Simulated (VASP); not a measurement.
A run of VASP 6.6.1 is set up as follows.

The input INCAR:

```
  ALGO = Normal
  DIPOL = 0.5 0.5 0.500
  EDIFF = 1E-6
  ENCUT = 400
  GGA = PE
  GGA_COMPAT = False
  IDIPOL = 3
  ISIF = 2
  ISMEAR = 0
  LASPH = True
  LCHARG = False
  LDIPOL = True
  LREAL = False
  LWAVE = False
  NBANDS = 18
  NELM = 120
  NELMDL = -8
  PREC = Accurate
  SIGMA = 0.05
```

The input KPOINTS:

```
k-points
0
Gamma
  12 12 1
```

POSCAR

```
TaS2
1.0
    3.3806003760      0.0000000000      0.0000000000
   -1.6903001880      2.9276858060      0.0000000000
    0.0000000000      0.0000000000     19.0618362920
S Ta
2 1
Direct
    0.6666666667      0.3333333333      0.4196867436
    0.3333333333      0.6666666667      0.5803132564
    0.0000000000      0.0000000000      0.5000000000
```

Potentials or basis: VASP PAW PBE potentials, release 64 (S, Ta_pv).

Run with:

```bash
$ cat potpaw_PBE.64/S/POTCAR potpaw_PBE.64/Ta_pv/POTCAR > POTCAR
$ mpirun -np 1 vasp_std > vasp.out
```

**Question.** Estimate the largest force.

**Answer.** 0.010 eV/Å.

**Question.** Predict the band gap on the k mesh.

**Answer.** Zero (an odd number of electrons rules out a gap without spin polarisation).

Forces in eV/Å, atoms in the order of the input:
```
S    0.000  0.000 -0.010
S    0.000  0.000  0.010
Ta   0.000  0.000  0.000
```

Caveat: spin-orbit coupling is left out, which moves the levels of the heavy elements.
